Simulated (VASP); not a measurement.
## PbO: single point with PBEsol

The system is PbO.

```
CELL_PARAMETERS angstrom
3.84944 0.00000 0.00000
0.00000 3.84944 0.00000
0.00000 0.00000 5.16543
ATOMIC_POSITIONS crystal
Pb 0.00000 0.50000 0.20694
Pb 0.50000 0.00000 0.79306
O 0.00000 0.00000 0.00000
O 0.50000 0.50000 0.00000
```

This cell differs from its parent crystal: strained.

```
Program             : VASP 6.6.1
Task                : single point
Functional          : PBEsol
Potentials or basis : VASP PAW PBE potentials, release 64 (Pb_d, O)
Cutoff              : 520 eV
k mesh              : 8 × 8 × 6
Occupations         : gaussian, width 0.02 eV
Spin                : no spin polarisation
```

```json
{
 "Pressure": "16.1 GPa",
 "Largest force": "3.414 eV/Å",
 "Band gap on the k mesh": "1.37 eV, indirect (least direct gap 1.98 eV)"
}
```

Forces in eV/Å, atoms in the order of the input:
```
Pb   0.000  0.000  3.414
Pb   0.000  0.000 -3.414
O    0.000  0.000  0.000
O    0.000  0.000  0.000
```

Stress tensor (GPa, compression positive):
```
16.96  0.00  0.00
 0.00 16.96  0.00
 0.00  0.00 14.37
```

Levels at points of the mesh, in eV from the valence-band top:
| k point | band 18 | band 19 | band 20 | band 21 | band 22 | band 23 |
| --- | --- | --- | --- | --- | --- | --- |
| (0.00, 0.00, 0.00) | -2.67 | -2.36 | -0.07 | 2.04 | 4.27 | 6.51 |
| (0.50, 0.00, 0.00) | -4.10 | -1.78 | -1.78 | 3.35 | 3.35 | 6.03 |
| (0.50, 0.50, 0.00) | -1.87 | -1.64 | -1.64 | 1.68 | 1.68 | 5.35 |
| (0.00, 0.00, 0.50) | -2.69 | -2.38 | -1.17 | 1.37 | 4.42 | 4.65 |
| (0.50, 0.00, 0.50) | -4.09 | -1.22 | -1.22 | 2.95 | 2.95 | 7.09 |
| (0.50, 0.50, 0.50) | -2.07 | -1.88 | -1.88 | 3.78 | 3.78 | 4.45 |

Wall time 100 s on 1 thread of Intel(R) Xeon(R) 6975P-C (Granite Rapids), on a shared host, peak memory 0.24 GiB.

Caveat: the cell differs from its parent crystal (strained); the PAW data sets were made with another functional, which shifts forces and pressure a little; spin-orbit coupling is left out, which moves the levels of the heavy elements. A k mesh can miss the band edges.
